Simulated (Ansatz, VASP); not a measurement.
**Zn2Si3N3 in VASP and in Ansatz**

```
CELL_PARAMETERS angstrom
2.87700 0.00000 0.00000
-1.43850 2.49156 0.00000
0.00000 0.00000 33.23713
ATOMIC_POSITIONS crystal
Zn 0.66667 0.33333 0.60383
Zn 0.33333 0.66667 0.39617
Zn 0.66667 0.33333 0.46716
Zn 0.33333 0.66667 0.53284
Si 0.00000 0.00000 0.03598
Si 0.00000 0.00000 0.96402
Si 0.66667 0.33333 0.81643
Si 0.66667 0.33333 0.74353
Si 0.33333 0.66667 0.18357
Si 0.33333 0.66667 0.25647
N 0.33333 0.66667 0.05303
N 0.66667 0.33333 0.94697
N 0.00000 0.00000 0.83347
N 0.00000 0.00000 0.72634
N 0.00000 0.00000 0.16653
N 0.00000 0.00000 0.27366
```

Alike in both runs: task relaxation of cell and atoms; functional PBE; k mesh 12 × 12 × 1; occupations gaussian, width 0.1 eV; no spin polarisation.

```csv
,VASP,Ansatz
version,VASP 6.6.1,Ansatz 0.2.0
potentials or method,"VASP PAW PBE potentials, release 64 (Zn, Si, N), cutoff 600 eV","scalar-relativistic, plane waves, PAW"
valence electrons in the cell,102,102
```

|  | VASP | Ansatz | Ansatz less VASP |
| --- | --- | --- | --- |
| gap on the k mesh at the Fermi level, each at its own relaxed structure (eV) | none | none | - |
| relaxed volume (Å³/atom) | 14.91 | 15.44 | +0.529 |
| relaxed length of the cell vector where the two differ most in proportion (Å) | 33.155 | 34.329 | +1.1736 |

A gap of «none» marks a metal or a gap that the smearing closes.
